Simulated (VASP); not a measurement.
# BP: single point with LDA

Crystal: BP.

```
CELL_PARAMETERS angstrom
0.00000 2.27654 2.27654
2.27654 0.00000 2.27654
2.27654 2.27654 0.00000
ATOMIC_POSITIONS crystal
B 0.00000 0.00000 0.00000
P 0.75000 0.75000 0.75000
```

This cell differs from its parent crystal: volume scaled by 1.01.

```json
{"Program": "VASP 6.6.1", "Task": "single point", "Functional": "LDA", "Potentials or basis": "VASP PAW LDA potentials, release 64 (B, P)", "Cutoff": "520 eV", "k mesh": "15 × 15 × 15", "Occupations": "fermi-dirac, width 0.05 eV", "Spin": "no spin polarisation"}
```

* Pressure: -6.8 GPa
* Band gap on the k mesh: 1.20 eV, indirect (least direct gap 3.36 eV)

Levels at points of the mesh, in eV from the valence-band top:
```csv
k point,band 1,band 2,band 3,band 4,band 5,band 6,band 7,band 8,band 9
"(0.00, 0.00, 0.00)",-15.30,0.00,0.00,0.00,3.36,3.36,3.36,7.22,11.19
```

Run time: 35 s on 1 thread of AMD EPYC 7R43 64-Core Processor (Zen 3) (shared host), peak memory 0.1 GiB.

 A k mesh can miss the band edges.
